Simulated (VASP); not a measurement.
# TiAl (P-6m2) in VASP: notebook

TiAl is run at these levels: PBEsol; tasks: single point.

All numbers are computed with VASP 6.6.1; they aren't measurements. Logs are shortened: lines on timing, memory, paths and dates and some standing lists are left out, and cuts for length are marked.

### Step 1. The cell of the first run

It takes space group P-6m2 (No. 187, hexagonal). The conventional cell has a = 2.762 Å, b = 2.762 Å, c = 4.496 Å, α = 90.00°, β = 90.00°, γ = 120.00°. Ti (site symmetry -6m2) has 6 Al at 2.76 Å and 6 Ti at 2.76 Å within 3.6 Å. Al (site symmetry -6m2) has 6 Ti at 2.76 Å and 6 Al at 2.76 Å within 3.6 Å.

### Step 2. Single point, PBEsol

Input file INCAR:

```
SYSTEM = TiAl
ALGO     = Normal         ! electronic algorithm
EDIFF    = 1E-6           ! SCF threshold, eV
ENCUT    = 520            ! plane-wave cutoff, eV
GGA      = PS             ! functional
ISIF     = 2              ! what is computed and relaxed
ISMEAR   = 0              ! smearing method
LASPH    = .TRUE.         ! aspherical terms in the spheres
LCHARG   = .TRUE.         ! write CHGCAR
LELF     = .TRUE.         ! ELF
LREAL    = .FALSE.        ! projectors in reciprocal space
LVHAR    = .TRUE.       
LWAVE    = .FALSE.        ! write WAVECAR
NBANDS   = 14             ! bands
NELM     = 100            ! most SCF steps
PREC     = Accurate       ! precision mode
SIGMA    = 0.15           ! smearing width, eV
```

Input file KPOINTS:

```
k-points
0
G
  18 18 10
  0 0 0
```

Input file POSCAR:

```
TiAl
1.0
    2.7621000000      0.0000000000      0.0000000000
   -1.3810500000      2.3920487678      0.0000000000
    0.0000000000      0.0000000000      4.4960000000
Ti Al
1 1
Direct
    0.0000000000      0.0000000000      0.0000000000
    0.3333333333      0.6666666667      0.5000000000
```

Potentials or basis: VASP PAW PBE potentials, release 64 (Ti_sv, Al).

Command:

```console
$ cat potpaw_PBE.64/Ti_sv/POTCAR potpaw_PBE.64/Al/POTCAR > POTCAR
$ mpirun -np 1 vasp_std > vasp.out
```

OUTCAR:

```text
SYSTEM = TiAl
   EDIFF = 1E-6
   ENCUT = 520
   GGA = PS
   ISIF = 2
   ISMEAR = 0
   LASPH = .TRUE.
   LREAL = .FALSE.
   NELM = 100
   PREC = Accurate

 ion  position               nearest neighbor table
   1  0.000  0.000  0.000-   2 2.76   2 2.76   2 2.76   2 2.76   2 2.76   2 2.76
   2  0.333  0.667  0.500-   1 2.76   1 2.76   1 2.76   1 2.76   1 2.76   1 2.76

  LATTYP: Found a hexagonal cell.
 ALAT       =     2.7621000000
 C/A-ratio  =     1.6277470041

  Lattice vectors:

 A1 = (   2.7621000000,   0.0000000000,   0.0000000000)
 A2 = (  -1.3810500000,   2.3920487678,   0.0000000000)
 A3 = (   0.0000000000,   0.0000000000,   4.4960000000)

Analysis of symmetry for initial positions (statically):
=====================================================================
 Subroutine PRICEL returns:
 Original cell was already a primitive cell.

 Routine SETGRP: Setting up the symmetry group for a
 hexagonal supercell.

 Subroutine GETGRP returns: Found 12 space group operations
 (whereof 12 operations were pure point group operations)
 out of a pool of 24 trial point group operations.

The static configuration has the point symmetry D_3h.

Analysis of symmetry for dynamics (positions and initial velocities):
=====================================================================
 Subroutine PRICEL returns:
 Original cell was already a primitive cell.

 Routine SETGRP: Setting up the symmetry group for a
 hexagonal supercell.

 Subroutine GETGRP returns: Found 12 space group operations
 (whereof 12 operations were pure point group operations)
 out of a pool of 24 trial point group operations.

The dynamic configuration has the point symmetry D_3h.

 Subroutine INISYM returns: Found 12 space group operations
 (whereof 12 operations are pure point group operations),
 and found     1 'primitive' translations

----------------------------------------------------------------------------------------

                                     Primitive cell

  volume of cell :      29.7054

  direct lattice vectors                    reciprocal lattice vectors
     2.762100000  0.000000000  0.000000000     0.362043373  0.209025839  0.000000000
    -1.381050000  2.392048768  0.000000000     0.000000000  0.418051677  0.000000000
     0.000000000  0.000000000  4.496000000     0.000000000  0.000000000  0.222419929

  length of vectors
     2.762100000  2.762100000  4.496000000     0.418051677  0.418051677  0.222419929

  position of ions in fractional coordinates (direct lattice)
     0.000000000  0.000000000  0.000000000
     0.333333333  0.666666667  0.500000000

  ion indices of the primitive-cell ions
   primitive index   ion index
                 1           1
                 2           2

----------------------------------------------------------------------------------------

 KPOINTS: k-points

Automatic generation of k-mesh.
 Grid dimensions read from file:
 generate k-points for:   18   18   10

 Generating k-lattice:

  Cartesian coordinates                     Fractional coordinates (reciprocal lattice)
     0.020113521  0.011612547  0.000000000     0.055555556  0.000000000  0.000000000
     0.000000000  0.023225093  0.000000000     0.000000000  0.055555556  0.000000000
     0.000000000  0.000000000  0.022241993     0.000000000  0.000000000  0.100000000

  Length of vectors
     0.023225093  0.023225093  0.022241993

  Shift w.r.t. Gamma in fractional coordinates (k-lattice)
     0.000000000  0.000000000  0.000000000

 Subroutine IBZKPT returns following result:
 ===========================================

 Found    222 irreducible k-points:

 Following reciprocal coordinates:
            Coordinates               Weight
  0.000000  0.000000  0.000000      1.000000
  0.055556 -0.000000  0.000000      6.000000
  0.111111 -0.000000  0.000000      6.000000
  0.166667  0.000000  0.000000      6.000000
  0.222222 -0.000000  0.000000      6.000000
  0.277778 -0.000000  0.000000      6.000000
[... 16 lines left out ...]
  0.333333  0.111111  0.000000     12.000000
  0.388889  0.111111  0.000000     12.000000
 [... further k-points ...]
   k-points           NKPTS =    222   k-points in BZ     NKDIM =    222   number of bands    NBANDS=     14
   number of dos      NEDOS =    301   number of ions     NIONS =      2
   total plane-waves  NPLWV =  20736
   dimension x,y,z NGX =    24 NGY =   24 NGZ =   36
   dimension x,y,z NGXF=    48 NGYF=   48 NGZF=   72
   ions per type =               1   1
   NGX,Y,Z   is equivalent  to a cutoff of  14.45, 14.45, 13.31 a.u.
   NGXF,Y,Z  is equivalent  to a cutoff of  28.89, 28.89, 26.62 a.u.
 SYSTEM =  TiAl
   PREC   = accura    normal or accurate (medium, high low for compatibility)
   ISTART =      0    job   : 0-new  1-cont  2-samecut
   ICHARG =      2    charge: 1-file 2-atom 10-const
   ISPIN  =      1    spin polarized calculation?
   LNONCOLLINEAR =      F non collinear calculations
   LSORBIT =      F    spin-orbit coupling
   LASPH  =      T    aspherical Exc in radial PAW
   ENCUT  =  520.0 eV  38.22 Ry    6.18 a.u.   5.14  5.14  8.36*2*pi/ulx,y,z
   NELM   =    100;   NELMIN=  2; NELMDL= -5     # of ELM steps
   EDIFF  = 0.1E-05   stopping-criterion for ELM
   LREAL  =      F    real-space projection
   EDIFFG = 0.1E-04   stopping-criterion for IOM
   NSW    =      0    number of steps for IOM
   IBRION =     -1    ionic relax: 0-MD 1-quasi-New 2-CG
   NFREE  =      0    steps in history (QN), initial steepest desc. (CG)
   ISIF   =      2    stress and relaxation
   ISYM   =      2    0-nonsym 1-usesym 2-fastsym
   POTIM  = 0.5000    time-step for ionic-motion
   TEBEG  =    0.0;   TEEND  =   0.0 temperature during run
   PSTRESS=    0.0 pullay stress
   NELECT =      15.0000    total number of electrons
   NUPDOWN=      -1.0000    fix difference up-down
   EMIN   =  10.00;   EMAX   =-10.00  energy-range for DOS
   EFERMI =   0.00;   METHOD = LEGACY
   ISMEAR =     0;   SIGMA  =   0.15  broadening in eV -4-tet -1-fermi 0-gaus
   EFERMI_NEDOS =   21; number of points for ismear=-14 and -15
   IALGO  =     38    algorithm
   IMIX   =      4    mixing-type and parameters
     AMIX     =   0.40;   BMIX     =  1.00
     AMIX_MAG =   1.60;   BMIX_MAG =  1.00
  volume/ion in A,a.u.               =      14.85       100.23
  Fermi-wavevector in a.u.,A,eV,Ry     =   1.303647  2.463536 23.123040  1.699495
  Thomas-Fermi vector in A             =   2.434635
   LORBIT       =      0    0 simple, 1 ext, 2 COOP (PROOUT), +10 PAW based schemes
   GGA     = PS    functional components
   LHFCALC =     F    Hartree Fock is set to
   AEXX    =    0.0000 exact exchange contribution
   IVDW    =     0    specifies the selected vdW correction
   LEPSILON=     F    determine dielectric tensor
   LRPA    =     F    only Hartree local field effects (RPA)
 non-spin polarized calculation
 Gauss-broadening in eV      SIGMA  =   0.15
  energy-cutoff  :      520.00
  volume of cell :       29.71
 maximum number of plane-waves:       818
 NGX is ok and might be reduce to    24
   NGX = 11   NGY = 11   NGZ = 17

 number of electron      14.9999996 magnetization

 Free energy of the ion-electron system (eV)
  ---------------------------------------------------
  ext. energy  EPLUGINS =         0.00000000
  ---------------------------------------------------
  free energy    TOTEN  =       -12.85398295 eV

  energy without entropy =      -12.82809600  energy(sigma->0) =      -12.84103948

 E-fermi :   8.9941     XC(G=0): -11.5303

 val. band max:        8.9885130677   @ k =   0.2222   0.0556   0.5000
 cond. band min:       8.9978556799   @ k =   0.1667   0.1667   0.4000
 fundamental gap:      0.0093426122
 Fermi energy:         8.9940778654

 k-point     1 :       0.0000    0.0000    0.0000
  band No.  band energies     occupation
      1     -47.0454      2.00000
      2     -23.4952      2.00000
      3     -22.9247      2.00000
      4     -22.9247      2.00000
      5      -0.4911      2.00000
      6       6.5620      2.00000
      7       7.1476      2.00000
      8      10.4066      0.00000
      9      10.4066      0.00000
     10      12.1428      0.00000
     11      12.1428      0.00000
     12      13.5047      0.00000
     13      22.6674      0.00000
     14      22.6674      0.00000

 k-point     2 :       0.0556   -0.0000    0.0000
  band No.  band energies     occupation
      1     -47.0409      2.00000
      2     -23.4909      2.00000
      3     -22.9509      2.00000
      4     -22.9305      2.00000
      5      -0.4078      2.00000
      6       6.6557      2.00000
      7       7.1493      2.00000
      8      10.3176      0.00000
      9      10.4797      0.00000
     10      12.1166      0.00000
     11      12.1610      0.00000
     12      13.5259      0.00000
     13      21.4254      0.00000
     14      22.0295      0.00000

 k-point     3 :       0.1111   -0.0000    0.0000
  band No.  band energies     occupation
      1     -47.0280      2.00000
      2     -23.4785      2.00000
      3     -23.0257      2.00000
      4     -22.9471      2.00000
      5      -0.1595      2.00000
      6       6.9236      2.00000
      7       7.1540      2.00000
      8      10.0761      0.00000
      9      10.6948      0.00000
     10      12.0420      0.00000
     11      12.2182      0.00000
     12      13.5844      0.00000
     13      19.4954      0.00000
     14      21.1119      0.00000
[... 324 lines left out ...]
 k-point    23 :       0.3333    0.1111    0.0000
  band No.  band energies     occupation
      1     -46.9068      2.00000
      2     -23.6432      2.00000
      3     -23.3631      2.00000
      4     -23.1489      2.00000
      5       3.5207      2.00000
      6       7.2941      2.00000
      7       7.6783      2.00000
      8       8.4947      2.00000
      9      10.8613      0.00000
     10      12.2298      0.00000
     11      13.6606      0.00000
     12      13.7485      0.00000
     13      14.9898      0.00000
     14      16.2148      0.00000

 k-point    24 :       0.3889    0.1111    0.0000
  band No.  band energies     occupation
      1     -46.8943      2.00000
      2     -23.7034      2.00000
      3     -23.3513      2.00000
      4     -23.1698      2.00000
      5       4.5245      2.00000
      6       6.9779      2.00000
      7       7.3257      2.00000
      8       8.0799      2.00000
      9      10.7174      0.00000
     10      12.5080      0.00000
     11      13.6768      0.00000
     12      14.0582      0.00000
     13      15.1125      0.00000
     14      16.4122      0.00000

 [... further k-points ...]

------------------------ aborting loop because EDIFF is reached ----------------------------------------

  FORCE on cell =-STRESS in cart. coord.  units (eV):
  Direction    XX          YY          ZZ          XY          YZ          ZX
  --------------------------------------------------------------------------------------
  -------------------------------------------------------------------------------------
  Total        2.0630841      2.0630841      2.3644062      0.0000000      0.0000000     -0.0000000
  in kB      111.2735095    111.2735095    127.5254701      0.0000000      0.0000000     -0.0000000
  external PRESSURE =     116.6908297 kB  Pullay stress =       0.0000000 kB

 VOLUME and BASIS-vectors are now :
 -----------------------------------------------------------------------------
  energy-cutoff  :      520.00
  volume of cell :       29.71
      direct lattice vectors                 reciprocal lattice vectors
     2.762100000  0.000000000  0.000000000     0.362043373  0.209025839  0.000000000
    -1.381050000  2.392048768  0.000000000     0.000000000  0.418051677  0.000000000
     0.000000000  0.000000000  4.496000000     0.000000000  0.000000000  0.222419929

 POSITION                                       TOTAL-FORCE (eV/Angst)
 -----------------------------------------------------------------------------------
      0.00000      0.00000      0.00000        -0.000000      0.000000      0.000000
     -0.00000      1.59470      2.24800         0.000000      0.000000      0.000000
 -----------------------------------------------------------------------------------
    total drift:                                0.000000     -0.000000      0.000000

  FREE ENERGIE OF THE ION-ELECTRON SYSTEM (eV)
  ---------------------------------------------------
  free  energy   TOTEN  =       -12.8539829528 eV

  energy  without entropy=      -12.8280960038  energy(sigma->0) =      -12.84103948
```

Wall time 2.1 min (1 thread of Intel Xeon 8259CL, shared host); peak memory 0.23 GiB.

Results:

```
Free energy            : -12.8540 eV
Pressure               : 11.7 GPa
Band gap on the k mesh : zero (an odd number of electrons rules out a gap without spin polarisation)
```

Stress tensor (GPa, compression positive):
```
11.13  0.00  0.00
 0.00 11.13  0.00
 0.00  0.00 12.75
```

Caveat: the cell stands under pressure; the PAW data sets were made with another functional, which shifts forces and pressure a little.

(Part 1 of 2 ends here.)
